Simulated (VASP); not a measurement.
Write the native input for VASP 6.6.1 that does the following.

```yaml
Task: single point
Functional: PBEsol
Potentials_or_basis: VASP PAW PBE potentials, release 64 (Pd)
Cutoff: 520 eV
k_mesh: 24 × 24 × 24
Occupations: gaussian, width 0.15 eV
Spin: no spin polarisation
Dipole_correction: no
Further_INCAR_settings: ALGO = Fast; EDIFF = 1e-06; NBANDS = 11
```

The structure of Pd lies in POSCAR:

```
Pd
1.0
    0.0000000000      1.8840816275      2.0724897903
    1.8840816275      0.0000000000      2.0724897903
    1.8840816275      1.8840816275      0.0000000000
Pd
1
Direct
    0.0000000000      0.0000000000      0.0000000000
```

This cell differs from its parent crystal: ratio of the length along z to the lengths across it x 1.1, volume and fractional coordinates fixed.

These files were run (other wordings do the same):

INCAR

```
SYSTEM = Pd
PREC = Accurate
ENCUT = 520
EDIFF = 1E-6
ISMEAR = 0
SIGMA = 0.15
LREAL = .False.
LASPH = .True.
NELM = 100
ALGO = Fast
ISIF = 2
LWAVE = .False.
LCHARG = .False.
GGA = PS
NBANDS = 11
```

KPOINTS

```
regular mesh
0
Gamma
  24 24 24
  0 0 0
```

Potentials or basis: VASP PAW PBE potentials, release 64 (Pd).

Launch:

```sh
$ cat potpaw_PBE.64/Pd/POTCAR > POTCAR
$ mpirun -np 1 vasp_std > vasp.out
```

Results of the run:

```yaml
Pressure: -1.7 GPa
Band_gap_on_the_k_mesh: zero (bands 5 and 6 overlap by 1.86 eV)
```

Caveat: the PAW data sets were made with another functional, which shifts forces and pressure a little.

It took 84 s on 1 thread of Intel(R) Xeon(R) Platinum 8488C (Sapphire Rapids) (shared host), peak memory 0.28 GiB.
